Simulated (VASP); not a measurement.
# AlN (I-4m2) in VASP: a series of runs

The runs below take AlN through single point, with PBE, r2SCAN.

All numbers are computed with VASP 6.6.1; they aren't measurements. Logs are shortened: lines on timing, memory, paths and dates and some standing lists are left out, and cuts for length are marked.

## Step 1: The cell of the first run

Symmetry: I-4m2, No. 119, tetragonal system. Conventional cell: a = 3.135 Å, b = 3.135 Å, c = 4.370 Å, α = 90.00°, β = 90.00°, γ = 90.00°. Al (site symmetry -4m2) has 4 N at 1.91 Å within 2.5 Å. Within 2.5 Å of N (site symmetry -4m2) lie 4 Al at 1.91 Å.

## Step 2: Single point, PBE (biaxial xy strain +1.5%)

File INCAR:

```
SYSTEM = AlN
  PREC = Accurate
  ENCUT = 520
  EDIFF = 1E-6
  ISMEAR = -1
  SIGMA = 0.02
  LREAL = .False.
  LASPH = .True.
  NELM = 80
  ALGO = Normal
  ISIF = 2
  LWAVE = .False.
  LCHARG = .False.
  GGA = PE
  NBANDS = 11
```

File KPOINTS:

```
Automatic mesh
0
Gamma
  10 10 10
  0 0 0
```

File POSCAR:

```
AlN
1.0
    0.0000000000      2.2169941698      2.1848764855
    2.2169941698      0.0000000000      2.1848764855
    2.2169941698      2.2169941698      0.0000000000
Al N
1 1
Direct
    0.0000000000      0.0000000000      0.0000000000
    0.7500000000      0.7500000000      0.7500000000
```

Potentials or basis: VASP PAW PBE potentials, release 64 (Al, N).

On the command line:

```sh
cat potpaw_PBE.64/Al/POTCAR potpaw_PBE.64/N/POTCAR > POTCAR
mpirun -np 1 vasp_std > vasp.out
```

OUTCAR:

```text
SYSTEM = AlN
   PREC = Accurate
   ENCUT = 520
   EDIFF = 1E-6
   ISMEAR = -1
   LREAL = .False.
   LASPH = .True.
   NELM = 80
   ISIF = 2
   GGA = PE

 ion  position               nearest neighbor table
   1  0.000  0.000  0.000-   2 1.91   2 1.91   2 1.91   2 1.91
   2  0.750  0.750  0.750-   1 1.91   1 1.91   1 1.91   1 1.91

  LATTYP: Found a body centered tetragonal cell.
 ALAT       =     3.1353032226
 C/A-ratio  =     1.3937257932

  Lattice vectors:

 A1 = (   0.0000000000,  -2.2169941698,  -2.1848764855)
 A2 = (   0.0000000000,   2.2169941698,  -2.1848764855)
 A3 = (   2.2169941698,   0.0000000000,   2.1848764855)

Analysis of symmetry for initial positions (statically):
=====================================================================
 Subroutine PRICEL returns:
 Original cell was already a primitive cell.

 Routine SETGRP: Setting up the symmetry group for a
 body centered tetragonal supercell.

 Subroutine GETGRP returns: Found  8 space group operations
 (whereof  8 operations were pure point group operations)
 out of a pool of 16 trial point group operations.

The static configuration has the point symmetry D_2d.

Analysis of symmetry for dynamics (positions and initial velocities):
=====================================================================
 Subroutine PRICEL returns:
 Original cell was already a primitive cell.

 Routine SETGRP: Setting up the symmetry group for a
 body centered tetragonal supercell.

 Subroutine GETGRP returns: Found  8 space group operations
 (whereof  8 operations were pure point group operations)
 out of a pool of 16 trial point group operations.

The dynamic configuration has the point symmetry D_2d.

 Subroutine INISYM returns: Found  8 space group operations
 (whereof  8 operations are pure point group operations),
 and found     1 'primitive' translations

----------------------------------------------------------------------------------------

                                     Primitive cell

  volume of cell :      21.4776

  direct lattice vectors                    reciprocal lattice vectors
     0.000000000  2.216994170  2.184876485    -0.225530589  0.225530589  0.228845888
     2.216994170  0.000000000  2.184876485     0.225530589 -0.225530589  0.228845888
     2.216994170  2.216994170  0.000000000     0.225530589  0.225530589 -0.228845888

  length of vectors
     3.112675442  3.112675442  3.135303223     0.392553860  0.392553860  0.392553860

[... 80 lines left out ...]
   EDIFF  = 0.1E-05   stopping-criterion for ELM
   LREAL  =      F    real-space projection
   EDIFFG = 0.1E-04   stopping-criterion for IOM
   NSW    =      0    number of steps for IOM
   IBRION =     -1    ionic relax: 0-MD 1-quasi-New 2-CG
   NFREE  =      0    steps in history (QN), initial steepest desc. (CG)
   ISIF   =      2    stress and relaxation
   ISYM   =      2    0-nonsym 1-usesym 2-fastsym
   POTIM  = 0.5000    time-step for ionic-motion
   TEBEG  =    0.0;   TEEND  =   0.0 temperature during run
   PSTRESS=    0.0 pullay stress
   NELECT =       8.0000    total number of electrons
   NUPDOWN=      -1.0000    fix difference up-down
   EMIN   =  10.00;   EMAX   =-10.00  energy-range for DOS
   EFERMI =   0.00;   METHOD = LEGACY
   ISMEAR =    -1;   SIGMA  =   0.02  broadening in eV -4-tet -1-fermi 0-gaus
   EFERMI_NEDOS =   21; number of points for ismear=-14 and -15
   IALGO  =     38    algorithm
   IMIX   =      4    mixing-type and parameters
     AMIX     =   0.40;   BMIX     =  1.00
     AMIX_MAG =   1.60;   BMIX_MAG =  1.00
  volume/ion in A,a.u.               =      10.74        72.47
  Fermi-wavevector in a.u.,A,eV,Ry     =   1.177903  2.225914 18.877475  1.387455
  Thomas-Fermi vector in A             =   2.314241
   LORBIT       =      0    0 simple, 1 ext, 2 COOP (PROOUT), +10 PAW based schemes
   GGA     = PE    functional components
   LHFCALC =     F    Hartree Fock is set to
   AEXX    =    0.0000 exact exchange contribution
   IVDW    =     0    specifies the selected vdW correction
   LEPSILON=     F    determine dielectric tensor
   LRPA    =     F    only Hartree local field effects (RPA)
 non-spin polarized calculation
  energy-cutoff  :      520.00
  volume of cell :       21.48
 maximum number of plane-waves:       592
   NGX = 11   NGY = 11   NGZ = 11

 number of electron       8.0000001 magnetization

 Free energy of the ion-electron system (eV)
  ---------------------------------------------------
  ext. energy  EPLUGINS =         0.00000000
  ---------------------------------------------------
  free energy    TOTEN  =       -14.84551250 eV

  energy without entropy =      -14.84551250  energy(sigma->0) =      -14.84551250

 E-fermi :   6.1384     XC(G=0): -10.8019

 val. band max:        5.7268099063   @ k =   0.0000   0.0000   0.0000
 cond. band min:       8.9477090635   @ k =   0.5000   0.5000   0.0000
 fundamental gap:      3.2208991572
 Fermi energy:         6.1384017837

 k-point     1 :       0.0000    0.0000    0.0000
  band No.  band energies     occupation
      1      -9.1194      2.00000
      2       5.6680      2.00000
      3       5.6680      2.00000
      4       5.7268      2.00000
      5       9.6157      0.00000
      6      17.9379      0.00000
      7      17.9559      0.00000
      8      17.9559      0.00000
      9      22.9025      0.00000
     10      23.3488      0.00000
     11      24.3036      0.00000
[... 309 lines left out ...]
 k-point    24 :       0.4000    0.3000    0.0000
  band No.  band energies     occupation
      1      -7.1646      2.00000
      2       1.6449      2.00000
      3       3.9798      2.00000
      4       4.2420      2.00000
      5      10.5332      0.00000
      6      14.8808      0.00000
      7      17.7349      0.00000
      8      19.8571      0.00000
      9      20.3766      0.00000
     10      26.5407      0.00000
     11      28.7208      0.00000

 [... further k-points ...]
[... 5 lines left out ...]
  --------------------------------------------------------------------------------------
  -------------------------------------------------------------------------------------
  Total       -0.2853749     -0.2853749     -0.0348342      0.0000000      0.0000000     -0.0000000
  in kB      -21.2882711    -21.2882711     -2.5985480      0.0000000      0.0000000     -0.0000000
  external PRESSURE =     -15.0583634 kB  Pullay stress =       0.0000000 kB

 VOLUME and BASIS-vectors are now :
 -----------------------------------------------------------------------------
  energy-cutoff  :      520.00
  volume of cell :       21.48
      direct lattice vectors                 reciprocal lattice vectors
     0.000000000  2.216994170  2.184876485    -0.225530589  0.225530589  0.228845888
     2.216994170  0.000000000  2.184876485     0.225530589 -0.225530589  0.228845888
     2.216994170  2.216994170  0.000000000     0.225530589  0.225530589 -0.228845888

 POSITION                                       TOTAL-FORCE (eV/Angst)
 -----------------------------------------------------------------------------------
      0.00000      0.00000      0.00000        -0.000000     -0.000000     -0.000000
      3.32549      3.32549      3.27731         0.000000      0.000000      0.000000
 -----------------------------------------------------------------------------------
    total drift:                               -0.000000     -0.000000     -0.000000

  FREE ENERGIE OF THE ION-ELECTRON SYSTEM (eV)
  ---------------------------------------------------
  free  energy   TOTEN  =       -14.8455125020 eV

  energy  without entropy=      -14.8455125020  energy(sigma->0) =      -14.84551250
```

OSZICAR:

```text
N       E                     dE             d eps       ncg     rms          rms(c)
DAV:   1     0.121553090771E+02    0.12155E+02   -0.38299E+03  2260   0.602E+02
DAV:   2    -0.161752963690E+02   -0.28331E+02   -0.27325E+02  2760   0.138E+02
DAV:   3    -0.171641283927E+02   -0.98883E+00   -0.98751E+00  2730   0.246E+01
DAV:   4    -0.171694354151E+02   -0.53070E-02   -0.53066E-02  2616   0.200E+00
DAV:   5    -0.171695020457E+02   -0.66631E-04   -0.66630E-04  2730   0.214E-01    0.848E+00
DAV:   6    -0.148536850271E+02    0.23158E+01   -0.11960E+01  2651   0.171E+01    0.279E+00
DAV:   7    -0.148520952917E+02    0.15897E-02   -0.15747E-01  2478   0.317E+00    0.202E+00
DAV:   8    -0.148469984619E+02    0.50968E-02   -0.29810E-02  2439   0.163E+00    0.595E-01
DAV:   9    -0.148454558555E+02    0.15426E-02   -0.43987E-03  2733   0.393E-01    0.235E-01
DAV:  10    -0.148455019029E+02   -0.46047E-04   -0.46371E-04  2454   0.138E-01    0.165E-02
DAV:  11    -0.148455127210E+02   -0.10818E-04   -0.11644E-05  2685   0.254E-02    0.172E-02
DAV:  12    -0.148455125020E+02    0.21898E-06   -0.68466E-07  1557   0.609E-03
   1 F= -.14845513E+02 E0= -.14845513E+02  d E =-.249870E-11
```

stdout:

```text
POSCAR found type information on POSCAR AlN
 POSCAR found :  2 types and       2 ions
 scaLAPACK will be used
 LDA part: xc-table for (Slater+PW92), standard interpolation
 POSCAR, INCAR and KPOINTS ok, starting setup
 FFT: planning ... GRIDC
 FFT: planning ... GRID_SOFT
 FFT: planning ... GRID
 WAVECAR not read
 entering main loop
```

Wall time 8.2 s (1 thread of Intel Xeon Platinum 8559C (Emerald Rapids), shared host); peak memory 0.14 GiB.

Results:

* Free energy: -14.8455 eV
* Pressure: -1.5 GPa
* Band gap on the k mesh: 3.22 eV, indirect (least direct gap 3.89 eV)

Caveat: the cell differs from its parent crystal (biaxial xy strain +1.5%).

## Step 3: Single point, r2SCAN (biaxial xy strain +1.5%)

POSCAR is that of step 2.

File INCAR.step1:

```
SYSTEM = AlN
  ALGO = Normal
  EDIFF = 1E-4
  ENCUT = 520
  GGA = PE
  ISMEAR = 0
  LASPH = .True.
  LCHARG = .False.
  LREAL = .False.
  LWAVE = .True.
  NBANDS = 11
  NELM = 80
  PREC = Accurate
  SIGMA = 0.01
```

File INCAR.step2:

```
SYSTEM = AlN
  ALGO = Normal
  EDIFF = 1E-6
  ENCUT = 520
  ISIF = 2
  ISMEAR = 0
  ISTART = 1
  LASPH = .True.
  LCHARG = .False.
  LMIXTAU = .True.
  LREAL = .False.
  LWAVE = .False.
  METAGGA = R2SCAN
  NBANDS = 11
  NELM = 80
  PREC = Accurate
  SIGMA = 0.01
```

File KPOINTS:

```
k-points
0
Gamma
  10 10 10
  0 0 0
```

Potentials or basis: VASP PAW PBE potentials, release 64 (Al, N).

On the command line:

```sh
cat potpaw_PBE.64/Al/POTCAR potpaw_PBE.64/N/POTCAR > POTCAR
cp INCAR.step1 INCAR
mpirun -np 1 vasp_std > vasp.out
cp INCAR.step2 INCAR
mpirun -np 1 vasp_std > vasp.out
```

OUTCAR:

```text
SYSTEM = AlN
   EDIFF = 1E-6
   ENCUT = 520
   ISIF = 2
   ISMEAR = 0
   ISTART = 1
   LASPH = .True.
   LREAL = .False.
   METAGGA = R2SCAN
   NELM = 80
   PREC = Accurate

 ion  position               nearest neighbor table
   1  0.000  0.000  0.000-   2 1.91   2 1.91   2 1.91   2 1.91
   2  0.750  0.750  0.750-   1 1.91   1 1.91   1 1.91   1 1.91

  LATTYP: Found a body centered tetragonal cell.
 ALAT       =     3.1353032226
 C/A-ratio  =     1.3937257932

  Lattice vectors:

 A1 = (   0.0000000000,  -2.2169941698,  -2.1848764855)
 A2 = (   0.0000000000,   2.2169941698,  -2.1848764855)
 A3 = (   2.2169941698,   0.0000000000,   2.1848764855)

Analysis of symmetry for initial positions (statically):
=====================================================================
 Subroutine PRICEL returns:
 Original cell was already a primitive cell.

 Routine SETGRP: Setting up the symmetry group for a
 body centered tetragonal supercell.

 Subroutine GETGRP returns: Found  8 space group operations
 (whereof  8 operations were pure point group operations)
 out of a pool of 16 trial point group operations.

The static configuration has the point symmetry D_2d.

Analysis of symmetry for dynamics (positions and initial velocities):
=====================================================================
 Subroutine PRICEL returns:
 Original cell was already a primitive cell.

 Routine SETGRP: Setting up the symmetry group for a
 body centered tetragonal supercell.

 Subroutine GETGRP returns: Found  8 space group operations
 (whereof  8 operations were pure point group operations)
 out of a pool of 16 trial point group operations.

The dynamic configuration has the point symmetry D_2d.

 Subroutine INISYM returns: Found  8 space group operations
 (whereof  8 operations are pure point group operations),
 and found     1 'primitive' translations

----------------------------------------------------------------------------------------
[... 115 lines left out ...]
  Fermi-wavevector in a.u.,A,eV,Ry     =   1.177903  2.225914 18.877475  1.387455
  Thomas-Fermi vector in A             =   2.314241
   LORBIT       =      0    0 simple, 1 ext, 2 COOP (PROOUT), +10 PAW based schemes
   METAGGA = R2SCAN    functional components
   LHFCALC =     F    Hartree Fock is set to
   AEXX    =    0.0000 exact exchange contribution
   IVDW    =     0    specifies the selected vdW correction
   LEPSILON=     F    determine dielectric tensor
   LRPA    =     F    only Hartree local field effects (RPA)
 non-spin polarized calculation
 Gauss-broadening in eV      SIGMA  =   0.01
  energy-cutoff  :      520.00
  volume of cell :       21.48
 maximum number of plane-waves:       592
   NGX = 11   NGY = 11   NGZ = 11

 number of electron       8.0000001 magnetization

 Free energy of the ion-electron system (eV)
  ---------------------------------------------------
  ext. energy  EPLUGINS =         0.00000000
  ---------------------------------------------------
  free energy    TOTEN  =       -19.16601461 eV

  energy without entropy =      -19.16601461  energy(sigma->0) =      -19.16601461

 E-fermi :   5.5367     XC(G=0): -11.2817

 val. band max:        5.4544938637   @ k =   0.0000   0.0000   0.0000
 cond. band min:       9.2819638564   @ k =   0.5000   0.5000   0.0000
 fundamental gap:      3.8274699926
 Fermi energy:         5.5366599359

 k-point     1 :       0.0000    0.0000    0.0000
  band No.  band energies     occupation
      1     -10.1534      2.00000
      2       5.3944      2.00000
      3       5.3944      2.00000
      4       5.4545      2.00000
      5      10.0239      0.00000
      6      18.6111      0.00000
      7      18.6333      0.00000
      8      18.6333      0.00000
      9      23.4597      0.00000
     10      23.9197      0.00000
     11      25.1642      0.00000
[... 309 lines left out ...]
 k-point    24 :       0.4000    0.3000    0.0000
  band No.  band energies     occupation
      1      -8.2177      2.00000
      2       1.3321      2.00000
      3       3.6863      2.00000
      4       3.9424      2.00000
      5      10.9081      0.00000
      6      15.4801      0.00000
      7      18.4902      0.00000
      8      20.6648      0.00000
      9      21.2454      0.00000
     10      27.3863      0.00000
     11      29.7349      0.00000

 [... further k-points ...]
[... 5 lines left out ...]
  --------------------------------------------------------------------------------------
  -------------------------------------------------------------------------------------
  Total       -0.9262826     -0.9262826     -0.6469459      0.0000000      0.0000000      0.0000000
  in kB      -69.0984159    -69.0984159    -48.2605817      0.0000000      0.0000000      0.0000000
  external PRESSURE =     -62.1524712 kB  Pullay stress =       0.0000000 kB

 VOLUME and BASIS-vectors are now :
 -----------------------------------------------------------------------------
  energy-cutoff  :      520.00
  volume of cell :       21.48
      direct lattice vectors                 reciprocal lattice vectors
     0.000000000  2.216994170  2.184876485    -0.225530589  0.225530589  0.228845888
     2.216994170  0.000000000  2.184876485     0.225530589 -0.225530589  0.228845888
     2.216994170  2.216994170  0.000000000     0.225530589  0.225530589 -0.228845888

 POSITION                                       TOTAL-FORCE (eV/Angst)
 -----------------------------------------------------------------------------------
      0.00000      0.00000      0.00000         0.000000      0.000000     -0.000000
      3.32549      3.32549      3.27731        -0.000000     -0.000000      0.000000
 -----------------------------------------------------------------------------------
    total drift:                               -0.000001     -0.000001     -0.000002

  FREE ENERGIE OF THE ION-ELECTRON SYSTEM (eV)
  ---------------------------------------------------
  free  energy   TOTEN  =       -19.1660146148 eV

  energy  without entropy=      -19.1660146148  energy(sigma->0) =      -19.16601461
```

Run time: 38 s. Hardware: 1 thread of Intel Xeon Platinum 8559C (Emerald Rapids), shared host; peak memory 0.14 GiB.

What came out:

```yaml
Free_energy: -19.1660 eV
Pressure: -6.2 GPa
Band_gap_on_the_k_mesh: 3.83 eV, indirect (least direct gap 4.57 eV)
```

Caveat: the cell differs from its parent crystal (biaxial xy strain +1.5%); the PAW data sets were made with another functional, which shifts forces and pressure a little.
